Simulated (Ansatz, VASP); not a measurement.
## One calculation of ScAl2N3, two programs

Contents of INCAR:

```
PREC     = Accurate       # precision mode
ENCUT    = 520            # plane-wave cutoff, eV
EDIFF    = 1E-6           # SCF threshold, eV
ISMEAR   = 0              # smearing method
SIGMA    = 0.02           # smearing width, eV
LREAL    = False          # projectors in reciprocal space
LASPH    = True           # aspherical terms in the spheres
NELM     = 100            # most SCF steps
ALGO     = Normal         # electronic algorithm
ISIF     = 2              # what is computed and relaxed
LWAVE    = False          # write WAVECAR
LCHARG   = False          # write CHGCAR
GGA      = PE             # functional
NBANDS   = 25             # bands
```

KPOINTS

```
Automatic mesh
0
Gamma
  12 12 4
```

The input POSCAR:

```
ScAl2N3
1.0
    2.9964382178      0.0000000000      0.0000000000
   -1.4982191089      2.5949916175      0.0000000000
    0.0000000000      0.0000000000      7.3074625638
Sc Al N
1 2 3
Direct
    0.0000000000      0.0000000000      0.0000000000
    0.6666666667      0.3333333333      0.3395301924
    0.3333333333      0.6666666667      0.6604698076
    0.3333333333      0.6666666667      0.1839888809
    0.0000000000      0.0000000000      0.5000000000
    0.6666666667      0.3333333333      0.8160111191
```

Input for Ansatz:

```yaml
crystal:
  lattice:
    - [2.9964382178, 0.0, 0.0]
    - [-1.4982191089, 2.5949916175, 0.0]
    - [0.0, 0.0, 7.3074625638]
  atoms:
    - { symbol: Sc, position: [0.0, 0.0, 0.0] }
    - { symbol: Al, position: [0.6666666667, 0.3333333333, 0.3395301924] }
    - { symbol: Al, position: [0.3333333333, 0.6666666667, 0.6604698076] }
    - { symbol: "N", position: [0.3333333333, 0.6666666667, 0.1839888809] }
    - { symbol: "N", position: [0.0, 0.0, 0.5] }
    - { symbol: "N", position: [0.6666666667, 0.3333333333, 0.8160111191] }
basis:
  ecutwfc: 420
kpoints:
  mp_grid: { grid: [12, 12, 4] }
  band_path:
    path:
      - [[0.0, 0.0, 0.0], [0.5, 0.0, 0.0], [0.33333333, 0.33333333, 0.0], [0.0, 0.0, 0.0], [0.0, 0.0, 0.5], [0.5, 0.0, 0.5], [0.33333333, 0.33333333, 0.5], [0.0, 0.0, 0.5]]
      - [[0.5, 0.0, 0.5], [0.5, 0.0, 0.0]]
      - [[0.33333333, 0.33333333, 0.5], [0.33333333, 0.33333333, 0.0]]
    npoints: 14
hamiltonian:
  xc: pbe
scf:
  occupations: { method: gaussian, width: 0.02 }
  n_extra_bands: 15
output:
  forces: true
  stress: true
  eigenvalues: true
  populations: true
  dos: { projected: true, de: 0.02, nscf_kmesh: { grid: [18, 18, 6] } }
  bader: true
  write_density: true
  write_potential: true
  elf: true
  volumetric_format: npy
```

Alike in both runs: task single point; functional PBE; k mesh 12 × 12 × 4; occupations gaussian, width 0.02 eV; no spin polarisation.

|  | VASP | Ansatz |
| --- | --- | --- |
| version | VASP 6.6.1 | Ansatz 0.2.0 |
| potentials or method | VASP PAW PBE potentials, release 64 (Sc_sv, Al, N), cutoff 520 eV | scalar-relativistic, plane waves, PAW |
| valence electrons in the cell | 32 | 32 |

VASP gave:

* gap on the k mesh at the Fermi level (eV): 1.06
* least direct gap on the mesh (eV): 2.12
* pressure (GPa): 0.4
* traceless stress, the component that is largest in VASP (GPa): 0.06
* rms of the force components (eV/Å): 0.027

Question: What did Ansatz give for the same quantities?

Answer: gap on the k mesh at the Fermi level (eV): 1.07; least direct gap on the mesh (eV): 2.14; pressure (GPa): 0.0; traceless stress, the component that is largest in VASP (GPa): 0.00; rms of the force components (eV/Å): 0.000.

Atom by atom the forces differ by 0.026 eV/Å (rms over components).
